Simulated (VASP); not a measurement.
Write the native input for VASP 6.6.1 that does the following.

```
Task                   : single point
Functional             : PBE
Potentials or basis    : VASP PAW PBE potentials, release 64 (Al, Te, P)
Cutoff                 : 520 eV
k mesh                 : 6 × 6 × 4
Occupations            : gaussian, width 0.1 eV
Spin                   : no spin polarisation
Dipole correction      : no
Further INCAR settings : ALGO = Normal; EDIFF = 1e-07; NBANDS = 27
```

The structure of Al6TeP2 lies in POSCAR:

```
Al6TeP2
1.0
    4.4805357400      0.0000000000      0.0000000000
   -2.2402678700      3.8802577700      0.0000000000
    0.0000000000      0.0000000000      7.1991804100
Al Te P
6 1 2
Direct
    0.7763078100      0.0000000000      0.5000000000
    0.0000000000      0.7763078100      0.5000000000
    0.2236921900      0.2236921900      0.5000000000
    0.2236921900      0.0000000000      0.5000000000
    0.0000000000      0.2236921900      0.5000000000
    0.7763078100      0.7763078100      0.5000000000
    0.0000000000      0.0000000000      0.0000000000
    0.0000000000      0.0000000000      0.3284792000
    0.0000000000      0.0000000000      0.6715208000
```

The cell was generated, and may not be a known phase.

The input as run:

INCAR

```
SYSTEM = Al6TeP2
PREC = Accurate ; ENCUT = 520
EDIFF = 1E-7 ; ISMEAR = 0
SIGMA = 0.1 ; LREAL = .False.
LASPH = .True. ; NELM = 100
ALGO = Normal ; ISIF = 2
LWAVE = .False. ; LCHARG = .False.
GGA = PE ; NBANDS = 27
```

KPOINTS

```
regular mesh
0
Gamma
  6 6 4
  0 0 0
```

Potentials or basis: VASP PAW PBE potentials, release 64 (Al, Te, P).

Launch:

```sh
$ cat potpaw_PBE.64/Al/POTCAR potpaw_PBE.64/Te/POTCAR potpaw_PBE.64/P/POTCAR > POTCAR
$ mpirun -np 1 vasp_std > vasp.out
```

It gave:

- Pressure: 413.2 GPa
- Largest force: 118.560 eV/Å
- Band gap on the k mesh: zero (bands 17 and 18 overlap by 0.83 eV)

Caveat: atoms lie so close that the PAW spheres overlap strongly, which falsifies energies and pressures; the stress differs along the axes, from 348 to 446 GPa; spin-orbit coupling is left out, which moves the levels of the heavy elements; forces of over 1 eV/Å act on the atoms, so gaps and moduli don't describe the material at rest.

Run time: 3.3 min on 1 thread of AMD EPYC 7R13 (shared host), peak memory 0.25 GiB.
